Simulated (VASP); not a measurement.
# P (Cmce) in VASP: settings compared, part 2 of 2

VASP 6.6.1. The steps go on from the part before.

### 3 Single point, PBEsol-based global hybrid with 25 % exact exchange

The input, POSCAR:

```
P
1.0
    1.6477431241     -5.4650377251      0.0000000000
    1.6477431241      5.4650377251      0.0000000000
    0.0000000000      0.0000000000      4.5436355900
P
4
Direct
    0.9041431300      0.0958568700      0.5888151700
    0.0958568700      0.9041431300      0.4111848300
    0.5958568700      0.4041431300      0.0888151700
    0.4041431300      0.5958568700      0.9111848300
```

The input, INCAR.step1:

```
ALGO     = Normal         # electronic algorithm
EDIFF    = 1E-5           # SCF threshold, eV
ENCUT    = 520            # plane-wave cutoff, eV
GGA      = PE             # functional
ISIF     = 2              # what is computed and relaxed
ISMEAR   = -1             # smearing method
LASPH    = True           # aspherical terms in the spheres
LCHARG   = False          # write CHGCAR
LREAL    = False          # projectors in reciprocal space
LWAVE    = True           # write WAVECAR
NBANDS   = 18             # bands
NELM     = 100            # most SCF steps
PREC     = Accurate       # precision mode
SIGMA    = 0.05           # smearing width, eV
```

The input, INCAR.step2:

```
AEXX     = 0.25           # exact-exchange fraction
ALGO     = Normal         # electronic algorithm
EDIFF    = 1E-6           # SCF threshold, eV
ENCUT    = 520            # plane-wave cutoff, eV
GGA      = PS             # functional
ISIF     = 2              # what is computed and relaxed
ISMEAR   = -1             # smearing method
ISTART   = 1            
LASPH    = True           # aspherical terms in the spheres
LCHARG   = False          # write CHGCAR
LHFCALC  = True           # exact exchange
LREAL    = False          # projectors in reciprocal space
LWAVE    = False          # write WAVECAR
NBANDS   = 18             # bands
NELM     = 100            # most SCF steps
PREC     = Accurate       # precision mode
PRECFOCK = Normal       
SIGMA    = 0.05           # smearing width, eV
```

The input, KPOINTS:

```
k-points
0
Gamma
  4 4 3
```

Potentials or basis: VASP PAW PBE potentials, release 64 (P).

The run is started by

```sh
cat potpaw_PBE.64/P/POTCAR > POTCAR
cp INCAR.step1 INCAR
mpirun -np 1 vasp_std > vasp.out
cp INCAR.step2 INCAR
mpirun -np 1 vasp_std > vasp.out
```

OUTCAR:

```text
AEXX = 0.25
   EDIFF = 1E-6
   ENCUT = 520
   GGA = PS
   ISIF = 2
   ISMEAR = -1
   ISTART = 1
   LASPH = True
   LHFCALC = True
   LREAL = False
   NELM = 100
   PREC = Accurate
   PRECFOCK = Normal

 ion  position               nearest neighbor table
   1  0.904  0.096  0.589-   4 2.20   4 2.20   2 2.25
   2  0.096  0.904  0.411-   3 2.20   3 2.20   1 2.25
   3  0.596  0.404  0.089-   2 2.20   2 2.20   4 2.25
   4  0.404  0.596  0.911-   1 2.20   1 2.20   3 2.25

  LATTYP: Found a base centered orthorhombic cell.
[... 490 lines left out ...]
  Direction    XX          YY          ZZ          XY          YZ          ZX
  --------------------------------------------------------------------------------------
  -------------------------------------------------------------------------------------
  Total       -0.6225843     -1.4737310     -1.4630251      0.0000000      0.0000000      0.0000000
  in kB      -12.1896870    -28.8544401    -28.6448271      0.0000000      0.0000000      0.0000000
  external PRESSURE =     -23.2296514 kB  Pullay stress =       0.0000000 kB

 VOLUME and BASIS-vectors are now :
 -----------------------------------------------------------------------------
  energy-cutoff  :      520.00
  volume of cell :       81.83
      direct lattice vectors                 reciprocal lattice vectors
     1.647743124 -5.465037725  0.000000000     0.303445357 -0.091490677  0.000000000
     1.647743124  5.465037725  0.000000000     0.303445357  0.091490677  0.000000000
     0.000000000  0.000000000  4.543635590     0.000000000  0.000000000  0.220088073

 POSITION                                       TOTAL-FORCE (eV/Angst)
 -----------------------------------------------------------------------------------
      1.64774     -4.41731      2.67536         0.000000     -0.221651     -0.034507
      1.64774      4.41731      1.86827         0.000000      0.221651      0.034507
      1.64774     -1.04772      0.40354         0.000000      0.221651     -0.034507
      1.64774      1.04772      4.14009         0.000000     -0.221651      0.034507
 -----------------------------------------------------------------------------------
    total drift:                                0.000000      0.000000      0.000000

  FREE ENERGIE OF THE ION-ELECTRON SYSTEM (eV)
  ---------------------------------------------------
  free  energy   TOTEN  =       -29.0627620621 eV

  energy  without entropy=      -29.0627619530  energy(sigma->0) =      -29.06276201
```

OUTCAR.step1:

```text
EDIFF = 1E-5
   ENCUT = 520
   GGA = PE
   ISIF = 2
[... 513 lines left out ...]
      1.64774     -4.41731      2.67536         0.000000      0.085572     -0.249510
      1.64774      4.41731      1.86827         0.000000     -0.085572      0.249510
      1.64774     -1.04772      0.40354         0.000000     -0.085572     -0.249510
      1.64774      1.04772      4.14009         0.000000      0.085572      0.249510
 -----------------------------------------------------------------------------------
    total drift:                               -0.000000     -0.000000      0.000000

  FREE ENERGIE OF THE ION-ELECTRON SYSTEM (eV)
  ---------------------------------------------------
  free  energy   TOTEN  =       -21.3657531634 eV

  energy  without entropy=      -21.3633104071  energy(sigma->0) =      -21.36453179
```

Run time: 19 min. Hardware: 1 thread of AMD EPYC 7R43 (Zen 3), shared host; peak memory 0.22 GiB.

What came out:

| Quantity | Value |
| --- | --- |
| Free energy | -29.0628 eV |
| Pressure | -2.3 GPa |
| Largest force | 0.224 eV/Å |
| Band gap on the k mesh | 1.32 eV |

Forces on the atoms (eV/Å):
```
P    0.000 -0.222 -0.035
P    0.000  0.222  0.035
P    0.000  0.222 -0.035
P    0.000 -0.222  0.035
```

Caveat: the k points lie up to 0.50 Å⁻¹ apart; the PAW data sets were made with another functional, which shifts forces and pressure a little.
